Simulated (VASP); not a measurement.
# BaTiO3 (P4/mmm) in VASP: notebook, part 2 of 2

VASP 6.6.1. Earlier steps stand in the parts before.

## Step 6: Single point, PBE (volume scaled by 1.02)

File INCAR:

```
  PREC = Accurate
  ENCUT = 520
  EDIFF = 1E-7
  ISMEAR = -1
  SIGMA = 0.03
  LREAL = False
  LASPH = True
  NELM = 80
  ALGO = Normal
  ISIF = 2
  LWAVE = False
  LCHARG = False
  GGA = PE
  NBANDS = 28
```

File KPOINTS:

```
Automatic mesh
0
Gamma
  7 7 7
```

File POSCAR:

```
BaTiO3
1.0
    4.0262895137      0.0000000000      0.0000000000
    0.0000000000      4.0262895137      0.0000000000
    0.0000000000      0.0000000000      4.0446100470
Ba Ti O
1 1 3
Direct
    0.0000000000      0.0000000000      0.0000000000
    0.5000000000      0.5000000000      0.5000000000
    0.5000000000      0.5000000000      0.0000000000
    0.5000000000      0.0000000000      0.5000000000
    0.0000000000      0.5000000000      0.5000000000
```

Potentials or basis: VASP PAW PBE potentials, release 64 (Ba_sv, Ti_sv, O).

Started as:

```
$ cat potpaw_PBE.64/Ba_sv/POTCAR potpaw_PBE.64/Ti_sv/POTCAR potpaw_PBE.64/O/POTCAR > POTCAR
$ mpirun -np 1 vasp_std > vasp.out
```

OUTCAR:

```text
PREC = Accurate
   ENCUT = 520
   EDIFF = 1E-7
   ISMEAR = -1
   LREAL = False
   LASPH = True
   NELM = 80
   ISIF = 2
   GGA = PE

 ion  position               nearest neighbor table
   1  0.000  0.000  0.000-   3 2.85   3 2.85   3 2.85   3 2.85   5 2.85   4 2.85   5 2.85   5 2.85
                             5 2.85   4 2.85   4 2.85   4 2.85   2 3.49   2 3.49   2 3.49   2 3.49
   2  0.500  0.500  0.500-   4 2.01   5 2.01   4 2.01   5 2.01   3 2.02   3 2.02   1 3.49   1 3.49
                             1 3.49   1 3.49   1 3.49   1 3.49   1 3.49   1 3.49
   3  0.500  0.500  0.000-   2 2.02   2 2.02   1 2.85   1 2.85   1 2.85   1 2.85
   4  0.500  0.000  0.500-   2 2.01   2 2.01   1 2.85   1 2.85   1 2.85   1 2.85
[... 951 lines left out ...]
  Total        0.1496229      0.1496229     -0.1769435      0.0000000     -0.0000000      0.0000000
  in kB        3.6561342      3.6561342     -4.3237303      0.0000000     -0.0000000      0.0000000
  external PRESSURE =       0.9961793 kB  Pullay stress =       0.0000000 kB

 VOLUME and BASIS-vectors are now :
 -----------------------------------------------------------------------------
  energy-cutoff  :      520.00
  volume of cell :       65.57
      direct lattice vectors                 reciprocal lattice vectors
     4.026289514  0.000000000  0.000000000     0.248367634  0.000000000  0.000000000
     0.000000000  4.026289514  0.000000000     0.000000000  0.248367634  0.000000000
     0.000000000  0.000000000  4.044610047     0.000000000  0.000000000  0.247242624

 POSITION                                       TOTAL-FORCE (eV/Angst)
 -----------------------------------------------------------------------------------
      0.00000      0.00000      0.00000         0.000000      0.000000      0.000000
      2.01314      2.01314      2.02231         0.000000      0.000000      0.000000
      2.01314      2.01314      0.00000         0.000000      0.000000      0.000000
      2.01314      0.00000      2.02231         0.000000      0.000000      0.000000
      0.00000      2.01314      2.02231         0.000000      0.000000      0.000000
 -----------------------------------------------------------------------------------
    total drift:                                0.000000      0.000000     -0.000000

  FREE ENERGIE OF THE ION-ELECTRON SYSTEM (eV)
  ---------------------------------------------------
  free  energy   TOTEN  =       -39.9853797630 eV

  energy  without entropy=      -39.9853797630  energy(sigma->0) =      -39.98537976
```

OSZICAR:

```text
N       E                     dE             d eps       ncg     rms          rms(c)
DAV:   1     0.437008460116E+03    0.43701E+03   -0.20856E+04  2240   0.154E+03
DAV:   2    -0.495108676335E+01   -0.44196E+03   -0.42036E+03  2596   0.427E+02
DAV:   3    -0.489903024535E+02   -0.44039E+02   -0.43679E+02  3104   0.133E+02
DAV:   4    -0.510277742167E+02   -0.20375E+01   -0.20326E+01  3352   0.246E+01
DAV:   5    -0.510952218958E+02   -0.67448E-01   -0.67438E-01  3060   0.331E+00    0.224E+01
DAV:   6    -0.402485885251E+02    0.10847E+02   -0.58849E+01  3248   0.650E+01    0.987E+00
DAV:   7    -0.401684409830E+02    0.80148E-01   -0.10185E+01  3020   0.231E+01    0.641E+00
DAV:   8    -0.399863785693E+02    0.18206E+00   -0.62561E-01  2764   0.675E+00    0.349E+00
DAV:   9    -0.400212690670E+02   -0.34890E-01   -0.40986E-01  3208   0.551E+00    0.173E+00
DAV:  10    -0.399902588161E+02    0.31010E-01   -0.19635E-01  2616   0.443E+00    0.581E-01
DAV:  11    -0.399854027671E+02    0.48560E-02   -0.20938E-02  2704   0.904E-01    0.165E-01
DAV:  12    -0.399854755519E+02   -0.72785E-04   -0.17429E-03  2712   0.373E-01    0.802E-02
DAV:  13    -0.399853833307E+02    0.92221E-04   -0.57631E-04  2784   0.242E-01    0.253E-02
DAV:  14    -0.399853806783E+02    0.26524E-05   -0.56364E-05  2960   0.578E-02    0.152E-02
DAV:  15    -0.399853804295E+02    0.24873E-06   -0.18299E-05  2720   0.412E-02    0.844E-03
DAV:  16    -0.399853797596E+02    0.66994E-06   -0.16015E-06  2580   0.120E-02    0.201E-03
DAV:  17    -0.399853797630E+02   -0.33583E-08   -0.10870E-07  1908   0.238E-03
   1 F= -.39985380E+02 E0= -.39985380E+02  d E =-.121433E-12
```

stdout:

```text
POSCAR found type information on POSCAR BaTiO
 POSCAR found :  3 types and       5 ions
 scaLAPACK will be used
 LDA part: xc-table for (Slater+PW92), standard interpolation
 POSCAR, INCAR and KPOINTS ok, starting setup
 FFT: planning ... GRIDC
 FFT: planning ... GRID_SOFT
 FFT: planning ... GRID
 WAVECAR not read
 entering main loop
```

Wall time 49 s (1 thread of Intel Xeon 6975P-C (Granite Rapids), shared host); peak memory 0.22 GiB.

Results:

```yaml
Free_energy: -39.9854 eV
Pressure: 0.1 GPa
Band_gap_on_the_k_mesh: 1.76 eV, indirect (least direct gap 1.86 eV)
```

Caveat: spin-orbit coupling is left out, which moves the levels of the heavy elements. A k mesh can miss the band edges.

## Step 7: Summary

| cell | gap on the mesh (eV) | pressure (GPa) |
| --- | --- | --- |
| a = 3.960, b = 3.960, c = 4.018 Å, 5 atoms | 1.83 | 7.2 |
| a = 4.080, b = 4.080, c = 4.018 Å, 5 atoms | 1.70 | -2.9 |
| a = 3.946, b = 3.946, c = 3.964 Å, 5 atoms | 1.88 | 11.4 |
| a = 3.986, b = 3.986, c = 4.005 Å, 5 atoms | 1.82 | 5.3 |
| a = 4.026, b = 4.026, c = 4.045 Å, 5 atoms | 1.76 | 0.1 |

Alike in all rows: task single point; level PBE; potentials or basis VASP PAW PBE potentials, release 64 (Ba_sv, Ti_sv, O); no spin polarisation; k mesh 7 × 7 × 7; cutoff (eV) 520; smearing fermi-dirac 0.03 eV.

Caveats: spin-orbit coupling is left out, which moves the levels of the heavy elements.

Total energies depend on the potentials used, so only differences within one code and one set of settings carry meaning.
